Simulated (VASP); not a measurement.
# RbCl (Fm-3m) in VASP: a series of runs, part 2 of 2

VASP 6.6.1. The steps go on from the part before.

### 3 Elastic constants, PBEsol

This run uses another cell than the first one, of 24.44 Å³/atom.

INCAR reads:

```
SYSTEM = RbCl
PREC = Accurate
ENCUT = 500
EDIFF = 1E-8
ISMEAR = 0
SIGMA = 0.01
LREAL = .FALSE.
LASPH = .TRUE.
NELM = 120
ALGO = Normal
ISIF = 3
LWAVE = .FALSE.
LCHARG = .FALSE.
GGA = PS
IBRION = 6
NFREE = 2
POTIM = 0.015
NSW = 1
GGA_COMPAT = .FALSE.
```

KPOINTS reads:

```
regular mesh
0
G
  6 6 6
  0 0 0
```

POSCAR reads:

```
RbCl
1.0
    0.0000000000      2.9018321317      2.9018321317
    2.9018321317      0.0000000000      2.9018321317
    2.9018321317      2.9018321317      0.0000000000
Rb Cl
1 1
Direct
    0.0000000000      0.0000000000      0.0000000000
    0.5000000000      0.5000000000      0.5000000000
```

Potentials or basis: VASP PAW PBE potentials, release 64 (Rb_sv, Cl).

The run is started by

```sh
$ cat potpaw_PBE.64/Rb_sv/POTCAR potpaw_PBE.64/Cl/POTCAR > POTCAR
$ mpirun -np 1 vasp_std > vasp.out
```

OUTCAR:

```text
SYSTEM = RbCl
   PREC = Accurate
   ENCUT = 500
   EDIFF = 1E-8
   ISMEAR = 0
   LREAL = .FALSE.
   LASPH = .TRUE.
   NELM = 120
   ISIF = 3
   GGA = PS
   IBRION = 6
   NFREE = 2
   POTIM = 0.015
   NSW = 1

 ion  position               nearest neighbor table
   1  0.000  0.000  0.000-   2 2.90   2 2.90   2 2.90   2 2.90   2 2.90   2 2.90
   2  0.500  0.500  0.500-   1 2.90   1 2.90   1 2.90   1 2.90   1 2.90   1 2.90

  LATTYP: Found a face centered cubic cell.
 ALAT       =     5.8036642634

  Lattice vectors:

 A1 = (   0.0000000000,   2.9018321317,   2.9018321317)
 A2 = (   2.9018321317,   0.0000000000,   2.9018321317)
 A3 = (   2.9018321317,   2.9018321317,   0.0000000000)

Analysis of symmetry for initial positions (statically):
=====================================================================
 Subroutine PRICEL returns:
 Original cell was already a primitive cell.

 Routine SETGRP: Setting up the symmetry group for a
 face centered cubic supercell.

 Subroutine GETGRP returns: Found 48 space group operations
 (whereof 48 operations were pure point group operations)
 out of a pool of 48 trial point group operations.

The static configuration has the point symmetry O_h .

Analysis of symmetry for dynamics (positions and initial velocities):
=====================================================================
 Subroutine PRICEL returns:
 Original cell was already a primitive cell.

 Routine SETGRP: Setting up the symmetry group for a
 face centered cubic supercell.

 Subroutine GETGRP returns: Found 48 space group operations
 (whereof 48 operations were pure point group operations)
 out of a pool of 48 trial point group operations.

The dynamic configuration has the point symmetry O_h .

 Subroutine INISYM returns: Found 48 space group operations
 (whereof 48 operations are pure point group operations),
 and found     1 'primitive' translations

----------------------------------------------------------------------------------------

                                     Primitive cell

  volume of cell :      48.8705

  direct lattice vectors                    reciprocal lattice vectors
     0.000000000  2.901832132  2.901832132    -0.172304936  0.172304936  0.172304936
     2.901832132  0.000000000  2.901832132     0.172304936 -0.172304936  0.172304936
     2.901832132  2.901832132  0.000000000     0.172304936  0.172304936 -0.172304936

  length of vectors
     4.103810356  4.103810356  4.103810356     0.298440904  0.298440904  0.298440904

  position of ions in fractional coordinates (direct lattice)
     0.000000000  0.000000000  0.000000000
     0.500000000  0.500000000  0.500000000

[... 667 lines left out ...]

 number of electron      16.0000001 magnetization

 Free energy of the ion-electron system (eV)
  ---------------------------------------------------
  ext. energy  EPLUGINS =         0.00000000
  ---------------------------------------------------
  free energy    TOTEN  =        -6.19018196 eV

  energy without entropy =       -6.19018196  energy(sigma->0) =       -6.19018196

 E-fermi :   0.1333     XC(G=0):  -9.2394

 val. band max:        0.0229783615   @ k =   0.5000   0.5000   0.0000
 cond. band min:       5.2979636325   @ k =   0.0000   0.5000   0.5000
 fundamental gap:      5.2749852709
 Fermi energy:         0.1333051628

 k-point     1 :       0.0000    0.0000    0.0000
  band No.  band energies     occupation
      1     -23.3215      2.00000
      2     -12.4759      2.00000
      3      -7.3390      2.00000
      4      -7.3387      2.00000
      5      -7.3387      2.00000
      6      -0.0275      2.00000
      7      -0.0275      2.00000
      8      -0.0271      2.00000
      9       6.1871      0.00000
     10       7.7257      0.00000
     11       7.7260      0.00000
     12       7.7260      0.00000
[... 331 lines left out ...]
 k-point    24 :       0.0000   -0.3333    0.3333
  band No.  band energies     occupation
      1     -23.1896      2.00000
      2     -12.6681      2.00000
      3      -8.0588      2.00000
      4      -7.5045      2.00000
      5      -7.3636      2.00000
      6      -1.0038      2.00000
      7      -0.6286      2.00000
      8      -0.1058      2.00000
      9       7.4236      0.00000
     10       8.9229      0.00000
     11      10.7965      0.00000
     12      11.1398      0.00000

 [... further k-points ...]

------------------------ aborting loop because EDIFF is reached ----------------------------------------

  FORCE on cell =-STRESS in cart. coord.  units (eV):
  Direction    XX          YY          ZZ          XY          YZ          ZX
  --------------------------------------------------------------------------------------
  -------------------------------------------------------------------------------------
  Total        4.6386404      4.6313207      4.6313207      0.0000000      0.0000000     -0.0000000
  in kB      152.0738150    151.8338435    151.8338435      0.0000000      0.0000000     -0.0000000
  external PRESSURE =     151.9138340 kB  Pullay stress =       0.0000000 kB
[... 17 lines left out ...]
  FREE ENERGIE OF THE ION-ELECTRON SYSTEM (eV)
  ---------------------------------------------------
  free  energy   TOTEN  =        -6.1901819595 eV

  energy  without entropy=       -6.1901819595  energy(sigma->0) =       -6.19018196

 INTERNAL STRAIN TENSORS FROM STRAINED CELLS
 ============================================

 INTERNAL STRAIN TENSOR FOR ION    1 for displacements in x,y,z  (eV/Angst):
          X           Y           Z          XY          YZ          ZX
  --------------------------------------------------------------------------------
  x     0.00000     0.00000     0.00000     0.00000     0.00000     0.00000
  y     0.00000     0.00000     0.00000    -0.00000    -0.00000    -0.00000
  z     0.00000    -0.00000     0.00000     0.00000     0.00000    -0.00000

 INTERNAL STRAIN TENSORS FROM DISPLACED ATOMS
 ============================================

 INTERNAL STRAIN TENSOR FOR ION    1 for displacements in x,y,z  (eV/Angst):
          X           Y           Z          XY          YZ          ZX
  --------------------------------------------------------------------------------
  x     0.00000     0.00000     0.00000     0.00000     0.00000     0.00000
  y     0.00000     0.00000     0.00000     0.00000     0.00000     0.00000
  z     0.00000     0.00000     0.00000     0.00000     0.00000     0.00000

 INTERNAL STRAIN TENSOR FOR ION    2 for displacements in x,y,z  (eV/Angst):
          X           Y           Z          XY          YZ          ZX
  --------------------------------------------------------------------------------
  x     0.00000     0.00000     0.00000     0.00000     0.00000     0.00000
  y     0.00000     0.00000     0.00000     0.00000     0.00000     0.00000
  z     0.00000     0.00000     0.00000     0.00000     0.00000     0.00000

 Eigenvectors and eigenvalues of the dynamical matrix
 ----------------------------------------------------

   1 f  =    6.945151 THz    43.637671 2PiTHz  231.665301 cm-1    28.722824 meV
             X         Y         Z           dx          dy          dz
      0.000000  0.000000  0.000000    -0.541298    0.000000    0.000000
      2.901832  2.901832  2.901832     0.840831    0.000000    0.000000
[... 21 lines left out ...]
   6 f/i=    0.001437 THz     0.009027 2PiTHz    0.047925 cm-1     0.005942 meV
             X         Y         Z           dx          dy          dz
      0.000000  0.000000  0.000000     0.000000    0.000000    0.840831
      2.901832  2.901832  2.901832     0.000000    0.000000    0.541298

--------------------------------------------------------------------------------------------------------

 ELASTIC MODULI CONTR FROM IONIC RELAXATION (kBar)
 Direction    XX          YY          ZZ          XY          YZ          ZX
 --------------------------------------------------------------------------------
 XX           0.0000      0.0000      0.0000      0.0000      0.0000      0.0000
 YY           0.0000      0.0000      0.0000      0.0000      0.0000      0.0000
 ZZ           0.0000      0.0000      0.0000      0.0000      0.0000      0.0000
 XY           0.0000      0.0000      0.0000      0.0000      0.0000      0.0000
 YZ           0.0000      0.0000      0.0000      0.0000      0.0000      0.0000
 ZX           0.0000      0.0000      0.0000      0.0000      0.0000      0.0000
 --------------------------------------------------------------------------------

 TOTAL ELASTIC MODULI (kBar)
 Direction    XX          YY          ZZ          XY          YZ          ZX
 --------------------------------------------------------------------------------
 XX        1862.1078     60.7810     60.7810      0.0000      0.0000      0.0000
 YY          60.7810   1862.1078     60.7810      0.0000     -0.0000     -0.0000
 ZZ          60.7810     60.7810   1862.1078      0.0000      0.0000      0.0000
 XY           0.0000      0.0000      0.0000    -70.7329     -0.0000     -0.0000
 YZ           0.0000     -0.0000      0.0000     -0.0000    -70.7329      0.0000
 ZX           0.0000     -0.0000      0.0000     -0.0000      0.0000    -70.7329
 --------------------------------------------------------------------------------
```

It took 7.9 min on 1 thread of Intel Xeon 8259CL, shared host; peak memory 0.22 GiB.

What came out:

| Item | Value |
| --- | --- |
| Elastic constants C11, C12, C44 | 186, 6, -7 GPa |
| Voigt bulk modulus | 66 GPa |
| Highest phonon frequency at Γ, LO-TO splitting left out | 232 cm⁻¹ |

Phonon frequencies in cm⁻¹ (negative: imaginary):
```csv
q point,frequencies
"(0.000, 0.000, 0.000)",0 0 0 232 232 232
```

Elastic tensor in Voigt notation (GPa, in the Cartesian axes of the cell as first typed):
```
186   6   6   0   0   0
  6 186   6   0   0   0
  6   6 186   0   0   0
  0   0   0  -7   0   0
  0   0   0   0  -7   0
  0   0   0   0   0  -7
```

Clamped-ion elastic tensor (GPa):
```
186   6   6   0   0   0
  6 186   6   0   0   0
  6   6 186   0   0   0
  0   0   0  -7   0   0
  0   0   0   0  -7   0
  0   0   0   0   0  -7
```

Caveat: the cell is under stress, which shifts elastic constants; the elastic tensor has a negative eigenvalue, so either the cell is unstable as it stands or the mesh is too thin; the PAW data sets were made with another functional, which shifts forces and pressure a little.

### 4 Elastic constants, PBEsol

This run uses another cell than the first one, of 26.25 Å³/atom.

INCAR reads:

```
ALGO = Normal
EDIFF = 1E-8
ENCUT = 500
GGA = PS
GGA_COMPAT = False
IBRION = 6
ISIF = 3
ISMEAR = 0
LASPH = True
LCHARG = False
LREAL = False
LWAVE = False
NELM = 120
NFREE = 2
NSW = 1
POTIM = 0.015
PREC = Accurate
SIGMA = 0.01
```

KPOINTS reads:

```
k-points
0
Gamma
  6 6 6
```

POSCAR reads:

```
RbCl
1.0
    0.0000000000      2.9720188135      2.9720188135
    2.9720188135      0.0000000000      2.9720188135
    2.9720188135      2.9720188135      0.0000000000
Rb Cl
1 1
Direct
    0.0000000000      0.0000000000      0.0000000000
    0.5000000000      0.5000000000      0.5000000000
```

The run is started by

```sh
$ cat potpaw_PBE.64/Rb_sv/POTCAR potpaw_PBE.64/Cl/POTCAR > POTCAR
$ mpirun -np 1 vasp_std > vasp.out
```

Wall time 6.1 min (1 thread of Intel Xeon 8259CL, shared host); peak memory 0.23 GiB.

The run converged. Its results:

- Elastic constants C11, C12, C44: 141, 6, -3 GPa
- Voigt bulk modulus: 51 GPa
- Highest phonon frequency at Γ, LO-TO splitting left out: 206 cm⁻¹

Phonon frequencies in cm⁻¹ (negative: imaginary):
```tsv
q point	frequencies
(0.000, 0.000, 0.000)	0 0 0 206 206 206
```

Elastic tensor in Voigt notation (GPa, in the Cartesian axes of the cell as first typed):
```
141   6   6   0   0   0
  6 141   6   0   0   0
  6   6 141   0   0   0
  0   0   0  -3   0   0
  0   0   0   0  -3   0
  0   0   0   0   0  -3
```

Clamped-ion elastic tensor (GPa):
```
141   6   6   0   0   0
  6 141   6   0   0   0
  6   6 141   0   0   0
  0   0   0  -3   0   0
  0   0   0   0  -3   0
  0   0   0   0   0  -3
```

Caveat: the cell is under stress, which shifts elastic constants; the elastic tensor has a negative eigenvalue, so either the cell is unstable as it stands or the mesh is too thin; the PAW data sets were made with another functional, which shifts forces and pressure a little.
